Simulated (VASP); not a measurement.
# Ba (C2/m) in VASP: a series of runs

The runs below take Ba through single point, relaxation of cell and atoms, with PBE.

Everything below comes from runs of VASP 6.6.1. Logs are shortened: lines on timing, memory, paths and dates and some standing lists are left out, and cuts for length are marked.

## Step 1: The cell of the first run

It takes space group C2/m (No. 12, monoclinic). Conventional cell: a = 9.215 Å, b = 5.496 Å, c = 12.204 Å, α = 90.00°, β = 102.17°, γ = 90.00°. Ba (site symmetry m) has 1 Ba at 2.41 Å within 3.2 Å. Ba (site symmetry m) has 1 Ba at 2.42 Å within 3.2 Å.

## Step 2: Single point, PBE

File INCAR:

```
SYSTEM = Ba
PREC     = Accurate       ! precision mode
ENCUT    = 520            ! plane-wave cutoff, eV
EDIFF    = 1E-7           ! SCF threshold, eV
ISMEAR   = 0              ! smearing method
SIGMA    = 0.1            ! smearing width, eV
LREAL    = .FALSE.        ! projectors in reciprocal space
LASPH    = .TRUE.         ! aspherical terms in the spheres
NELM     = 100            ! most SCF steps
ALGO     = Normal         ! electronic algorithm
ISIF     = 2              ! what is computed and relaxed
LWAVE    = .FALSE.        ! write WAVECAR
LCHARG   = .TRUE.         ! write CHGCAR
GGA      = PE             ! functional
LELF     = .TRUE.         ! ELF
LVHAR    = .TRUE.       
NBANDS   = 28             ! bands
```

File KPOINTS:

```
Automatic mesh
0
G
  4 4 2
  0 0 0
```

File POSCAR:

```
Ba
1.0
    4.6076713554     -2.7478476447      0.0000000000
    4.6076713554      2.7478476447      0.0000000000
   -2.5736106467      0.0000000000     11.9297135286
Ba
4
Direct
    0.0504000000      0.0504000000      0.0996000000
    0.9496000000      0.9496000000      0.9004000000
    0.5050000000      0.5050000000      0.6000000000
    0.4950000000      0.4950000000      0.4000000000
```

Potentials or basis: VASP PAW PBE potentials, release 64 (Ba_sv).

Started as:

```
$ cat potpaw_PBE.64/Ba_sv/POTCAR > POTCAR
$ mpirun -np 1 vasp_std > vasp.out
```

OUTCAR:

```text
SYSTEM = Ba
   PREC = Accurate
   ENCUT = 520
   EDIFF = 1E-7
   ISMEAR = 0
   LREAL = .FALSE.
   LASPH = .TRUE.
   NELM = 100
   ISIF = 2
   GGA = PE

 ion  position               nearest neighbor table
   1  0.050  0.050  0.100-   2 2.41   4 4.69   4 4.69
   2  0.950  0.950  0.900-   1 2.41   3 4.69   3 4.69
   3  0.505  0.505  0.600-   4 2.42   2 4.69   2 4.69
   4  0.495  0.495  0.400-   3 2.42   1 4.69   1 4.69

  LATTYP: Found a base centered monoclinic cell.
 ALAT       =     9.2153427108
 B/A-ratio  =     0.5963636364
 C/A-ratio  =     1.3243306311
 COS(beta)  =    -0.2108797750

  Lattice vectors:

 A1 = (   4.6076713554,  -2.7478476447,   0.0000000000)
 A2 = (   4.6076713554,   2.7478476447,   0.0000000000)
 A3 = (  -2.5736106467,   0.0000000000,  11.9297135286)

Analysis of symmetry for initial positions (statically):
=====================================================================
 Subroutine PRICEL returns:
 Original cell was already a primitive cell.

 Routine SETGRP: Setting up the symmetry group for a
 base centered monoclinic supercell.

 Subroutine GETGRP returns: Found  4 space group operations
 (whereof  4 operations were pure point group operations)
 out of a pool of  4 trial point group operations.

The static configuration has the point symmetry C_2h.

Analysis of symmetry for dynamics (positions and initial velocities):
=====================================================================
 Subroutine PRICEL returns:
 Original cell was already a primitive cell.

 Routine SETGRP: Setting up the symmetry group for a
 base centered monoclinic supercell.

 Subroutine GETGRP returns: Found  4 space group operations
 (whereof  4 operations were pure point group operations)
 out of a pool of  4 trial point group operations.

The dynamic configuration has the point symmetry C_2h.

 Subroutine INISYM returns: Found  4 space group operations
 (whereof  4 operations are pure point group operations),
 and found     1 'primitive' translations

----------------------------------------------------------------------------------------

                                     Primitive cell

  volume of cell :     302.0885

  direct lattice vectors                    reciprocal lattice vectors
     4.607671355 -2.747847645  0.000000000     0.108514684 -0.181960598  0.023409996
     4.607671355  2.747847645  0.000000000     0.108514684  0.181960598  0.023409996
    -2.573610647  0.000000000 11.929713529     0.000000000  0.000000000  0.083824310

  length of vectors
     5.364820780  5.364820780 12.204160628     0.213150472  0.213150472  0.083824310

  position of ions in fractional coordinates (direct lattice)
     0.050400000  0.050400000  0.099600000
     0.949600000  0.949600000  0.900400000
     0.505000000  0.505000000  0.600000000
     0.495000000  0.495000000  0.400000000

  ion indices of the primitive-cell ions
   primitive index   ion index
                 1           1
                 2           2
                 3           3
                 4           4

----------------------------------------------------------------------------------------

 KPOINTS: Automatic mesh

Automatic generation of k-mesh.
 Grid dimensions read from file:
 generate k-points for:    4    4    2

 Generating k-lattice:

  Cartesian coordinates                     Fractional coordinates (reciprocal lattice)
     0.027128671 -0.045490149  0.005852499     0.250000000  0.000000000 -0.000000000
     0.027128671  0.045490149  0.005852499     0.000000000  0.250000000 -0.000000000
     0.000000000  0.000000000  0.041912155     0.000000000  0.000000000  0.500000000

  Length of vectors
     0.053287618  0.053287618  0.041912155

  Shift w.r.t. Gamma in fractional coordinates (k-lattice)
     0.000000000  0.000000000  0.000000000

 Subroutine IBZKPT returns following result:
 ===========================================

 Found     14 irreducible k-points:

 Following reciprocal coordinates:
            Coordinates               Weight
  0.000000  0.000000  0.000000      1.000000
  0.250000  0.000000 -0.000000      4.000000
  0.500000  0.000000 -0.000000      2.000000
  0.250000  0.250000 -0.000000      2.000000
  0.500000  0.250000 -0.000000      4.000000
 -0.250000  0.250000  0.000000      2.000000
  0.500000  0.500000 -0.000000      1.000000
  0.000000  0.000000  0.500000      1.000000
  0.250000  0.000000  0.500000      4.000000
  0.500000  0.000000  0.500000      2.000000
  0.250000  0.250000  0.500000      2.000000
  0.500000  0.250000  0.500000      4.000000
 -0.250000  0.250000  0.500000      2.000000
  0.500000  0.500000  0.500000      1.000000
   k-points           NKPTS =     14   k-points in BZ     NKDIM =     14   number of bands    NBANDS=     28
   number of dos      NEDOS =    301   number of ions     NIONS =      4
   total plane-waves  NPLWV = 153600
   dimension x,y,z NGX =    40 NGY =   40 NGZ =   96
   dimension x,y,z NGXF=    80 NGYF=   80 NGZF=  192
   ions per type =               4
   NGX,Y,Z   is equivalent  to a cutoff of  12.40, 12.40, 13.08 a.u.
   NGXF,Y,Z  is equivalent  to a cutoff of  24.79, 24.79, 26.15 a.u.
 SYSTEM =  Ba
   PREC   = accura    normal or accurate (medium, high low for compatibility)
   ISTART =      0    job   : 0-new  1-cont  2-samecut
   ICHARG =      2    charge: 1-file 2-atom 10-const
   ISPIN  =      1    spin polarized calculation?
   LNONCOLLINEAR =      F non collinear calculations
   LSORBIT =      F    spin-orbit coupling
   LASPH  =      T    aspherical Exc in radial PAW
   ENCUT  =  520.0 eV  38.22 Ry    6.18 a.u.   9.98  9.98 22.69*2*pi/ulx,y,z
   NELM   =    100;   NELMIN=  2; NELMDL= -5     # of ELM steps
   EDIFF  = 0.1E-06   stopping-criterion for ELM
   LREAL  =      F    real-space projection
   EDIFFG = 0.1E-05   stopping-criterion for IOM
   NSW    =      0    number of steps for IOM
   IBRION =     -1    ionic relax: 0-MD 1-quasi-New 2-CG
   NFREE  =      0    steps in history (QN), initial steepest desc. (CG)
   ISIF   =      2    stress and relaxation
   ISYM   =      2    0-nonsym 1-usesym 2-fastsym
   POTIM  = 0.5000    time-step for ionic-motion
   TEBEG  =    0.0;   TEEND  =   0.0 temperature during run
   PSTRESS=    0.0 pullay stress
   NELECT =      40.0000    total number of electrons
   NUPDOWN=      -1.0000    fix difference up-down
   EMIN   =  10.00;   EMAX   =-10.00  energy-range for DOS
   EFERMI =   0.00;   METHOD = LEGACY
   ISMEAR =     0;   SIGMA  =   0.10  broadening in eV -4-tet -1-fermi 0-gaus
   EFERMI_NEDOS =   21; number of points for ismear=-14 and -15
   IALGO  =     38    algorithm
   IMIX   =      4    mixing-type and parameters
     AMIX     =   0.40;   BMIX     =  1.00
     AMIX_MAG =   1.60;   BMIX_MAG =  1.00
  volume/ion in A,a.u.               =      75.52       509.65
  Fermi-wavevector in a.u.,A,eV,Ry     =   0.834418  1.576821  9.473093  0.696253
  Thomas-Fermi vector in A             =   1.947806
   LORBIT       =      0    0 simple, 1 ext, 2 COOP (PROOUT), +10 PAW based schemes
   GGA     = PE    functional components
   LHFCALC =     F    Hartree Fock is set to
   AEXX    =    0.0000 exact exchange contribution
   IVDW    =     0    specifies the selected vdW correction
   LEPSILON=     F    determine dielectric tensor
   LRPA    =     F    only Hartree local field effects (RPA)
 non-spin polarized calculation
 Gauss-broadening in eV      SIGMA  =   0.10
  energy-cutoff  :      520.00
  volume of cell :      302.09
 maximum number of plane-waves:      8176
   NGX = 19   NGY = 19   NGZ = 45

 number of electron      40.0000001 magnetization

 Free energy of the ion-electron system (eV)
  ---------------------------------------------------
  ext. energy  EPLUGINS =         0.00000000
  ---------------------------------------------------
  free energy    TOTEN  =         3.79597218 eV

  energy without entropy =        3.86437603  energy(sigma->0) =        3.83017410

 E-fermi :   0.6697     XC(G=0):  -6.5914

 val. band max:        0.6492894260   @ k =   0.2500   0.0000  -0.0000
 cond. band min:       0.6702469845   @ k =  -0.2500   0.2500   0.0000
 fundamental gap:      0.0209575585
 Fermi energy:         0.6696508999

 k-point     1 :       0.0000    0.0000    0.0000
  band No.  band energies     occupation
      1     -29.9365      2.00000
      2     -29.8830      2.00000
      3     -27.5688      2.00000
      4     -27.5507      2.00000
      5     -16.7837      2.00000
      6     -16.7046      2.00000
[... 20 lines left out ...]
     27       1.5270      0.00000
     28       1.6150      0.00000

 k-point     2 :       0.2500    0.0000   -0.0000
  band No.  band energies     occupation
      1     -29.9357      2.00000
      2     -29.8823      2.00000
      3     -27.5674      2.00000
      4     -27.5508      2.00000
      5     -16.7755      2.00000
      6     -16.7106      2.00000
[... 20 lines left out ...]
     27       1.9927      0.00000
     28       2.0299      0.00000

 k-point     3 :       0.5000    0.0000   -0.0000
  band No.  band energies     occupation
      1     -29.9349      2.00000
      2     -29.8816      2.00000
      3     -27.5659      2.00000
      4     -27.5509      2.00000
      5     -16.7653      2.00000
      6     -16.7188      2.00000
[... 20 lines left out ...]
     27       2.4344      0.00000
     28       2.4811      0.00000

 k-point     4 :       0.2500    0.2500   -0.0000
  band No.  band energies     occupation
      1     -29.9355      2.00000
      2     -29.8821      2.00000
      3     -27.5675      2.00000
      4     -27.5506      2.00000
      5     -16.7770      2.00000
      6     -16.7092      2.00000
[... 20 lines left out ...]
     27       1.8028      0.00000
     28       1.9980      0.00000

 k-point     5 :       0.5000    0.2500   -0.0000
  band No.  band energies     occupation
      1     -29.9347      2.00000
      2     -29.8814      2.00000
      3     -27.5661      2.00000
      4     -27.5506      2.00000
      5     -16.7683      2.00000
      6     -16.7157      2.00000
[... 20 lines left out ...]
     27       2.1609      0.00000
     28       2.6891      0.00000

 k-point     6 :      -0.2500    0.2500    0.0000
  band No.  band energies     occupation
      1     -29.9349      2.00000
      2     -29.8816      2.00000
      3     -27.5660      2.00000
      4     -27.5509      2.00000
      5     -16.7664      2.00000
      6     -16.7177      2.00000
[... 153 lines left out ...]
      5     -16.7676      2.00000
      6     -16.7189      2.00000
[... 20 lines left out ...]
     27       1.8790      0.00000
     28       1.9529      0.00000

 k-point    12 :       0.5000    0.2500    0.5000
  band No.  band energies     occupation
      1     -29.9347      2.00000
      2     -29.8814      2.00000
      3     -27.5659      2.00000
      4     -27.5508      2.00000
      5     -16.7658      2.00000
      6     -16.7183      2.00000
[... 20 lines left out ...]
     27       2.2208      0.00000
     28       2.7122      0.00000

 k-point    13 :      -0.2500    0.2500    0.5000
  band No.  band energies     occupation
      1     -29.9349      2.00000
      2     -29.8816      2.00000
      3     -27.5659      2.00000
      4     -27.5509      2.00000
      5     -16.7652      2.00000
      6     -16.7187      2.00000
[... 20 lines left out ...]
     27       2.2982      0.00000
     28       2.4846      0.00000

 k-point    14 :       0.5000    0.5000    0.5000
  band No.  band energies     occupation
      1     -29.9345      2.00000
      2     -29.8812      2.00000
      3     -27.5658      2.00000
      4     -27.5508      2.00000
      5     -16.7653      2.00000
      6     -16.7189      2.00000
[... 20 lines left out ...]
     27       2.4735      0.00000
     28       2.5854      0.00000

------------------------ aborting loop because EDIFF is reached ----------------------------------------

  FORCE on cell =-STRESS in cart. coord.  units (eV):
  Direction    XX          YY          ZZ          XY          YZ          ZX
  --------------------------------------------------------------------------------------
  -------------------------------------------------------------------------------------
  Total       -3.7072557     -5.8286117     64.4122401      0.0000000      0.0000000      0.0284708
  in kB      -19.6620576    -30.9130282    341.6212126      0.0000000      0.0000000      0.1509999
  external PRESSURE =      97.0153756 kB  Pullay stress =       0.0000000 kB

 VOLUME and BASIS-vectors are now :
 -----------------------------------------------------------------------------
  energy-cutoff  :      520.00
  volume of cell :      302.09
      direct lattice vectors                 reciprocal lattice vectors
     4.607671355 -2.747847645  0.000000000     0.108514684 -0.181960598  0.023409996
     4.607671355  2.747847645  0.000000000     0.108514684  0.181960598  0.023409996
    -2.573610647  0.000000000 11.929713529     0.000000000  0.000000000  0.083824310

 POSITION                                       TOTAL-FORCE (eV/Angst)
 -----------------------------------------------------------------------------------
      0.20812      0.00000      1.18820         2.461192      0.000000     14.276397
      6.43361      0.00000     10.74151        -2.461192      0.000000    -14.276397
      3.10958      0.00000      7.15783        -2.417312      0.000000     13.808106
      3.53215      0.00000      4.77189         2.417312      0.000000    -13.808106
 -----------------------------------------------------------------------------------
    total drift:                               -0.000000     -0.000000      0.000000

  FREE ENERGIE OF THE ION-ELECTRON SYSTEM (eV)
  ---------------------------------------------------
  free  energy   TOTEN  =         3.7959721770 eV

  energy  without entropy=        3.8643760312  energy(sigma->0) =        3.83017410
```

Wall time 67 s (1 thread of Intel Xeon Platinum 8559C (Emerald Rapids), shared host); peak memory 0.4 GiB.

Results:

```
Free energy            : 3.7960 eV
Pressure               : 9.7 GPa
Largest force          : 14.487 eV/Å
Band gap on the k mesh : zero (band 20 reaches 0.81 eV, above the bottom of band 21 at 0.67 eV)
```

Forces in eV/Å, atoms in the order of the input:
```
Ba    2.461   0.000  14.276
Ba   -2.461   0.000 -14.276
Ba   -2.417   0.000  13.808
Ba    2.417   0.000 -13.808
```

Levels at points of the mesh, in eV from the Fermi level:
```csv
k point,band 16,band 17,band 18,band 19,band 20,band 21,band 22,band 23,band 24,band 25
"(0.00, 0.00, 0.00)",-11.07,-2.08,-1.67,-0.53,0.14,0.14,0.54,0.55,0.60,0.72
"(0.50, 0.00, 0.00)",-11.13,-0.71,-0.67,-0.20,-0.12,0.25,0.29,0.47,0.53,0.72
"(0.50, 0.50, 0.00)",-11.10,-0.63,-0.58,-0.43,-0.05,0.10,0.46,0.58,0.78,0.93
"(0.00, 0.00, 0.50)",-11.13,-1.87,-1.87,-0.26,-0.24,0.29,0.31,0.33,0.39,0.83
"(0.50, 0.00, 0.50)",-11.12,-0.67,-0.62,-0.39,-0.03,0.02,0.56,0.58,0.64,0.69
"(0.50, 0.50, 0.50)",-11.13,-0.66,-0.57,-0.24,-0.04,0.28,0.29,0.44,0.55,0.70
```

Caveat: spin-orbit coupling is left out, which moves the levels of the heavy elements; forces of over 1 eV/Å act on the atoms, so gaps and moduli don't describe the material at rest.

(Continued in part 2 of 2.)
